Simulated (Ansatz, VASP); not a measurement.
## One calculation of Cd2HgTe3, two programs

```
Cd Hg Te
1.0
     4.68998    0.00000    0.00000
    -2.34499    4.06164    0.00000
     0.00000    0.00000   11.47350
Cd Hg Te
2 1 3
Direct
  0.00000 0.00000 0.00056
  0.66667 0.33333 0.33336
  0.33333 0.66667 0.66666
  0.00000 0.00000 0.75068
  0.33333 0.66667 0.41565
  0.66667 0.33333 0.08308
```

Alike in both runs: functional PBE; k mesh 12 × 12 × 4; occupations gaussian, width 0.1 eV; no spin polarisation.

Ansatz relaxed the structure, and its values are those at the end. VASP's run is a single point on that final structure, the one shown.

|  | VASP | Ansatz |
| --- | --- | --- |
| version | VASP 6.6.1 | Ansatz 0.2.0 |
| potentials or method | VASP PAW PBE potentials, release 64 (Cd, Hg, Te), cutoff 520 eV | scalar-relativistic, plane waves, PAW |
| valence electrons in the cell | 54 | 108 |

```tsv
	VASP	Ansatz	Ansatz less VASP
gap on the k mesh at the Fermi level (eV)	none	none	-
pressure (GPa)	0.1	0.0	-0.08
```

A gap of «none» marks a metal or a gap that the smearing closes. VASP's potentials hold 54 valence electrons a cell and Ansatz's 108, so a difference there can come from the potentials and not from the codes.

Spin-orbit coupling is off throughout.
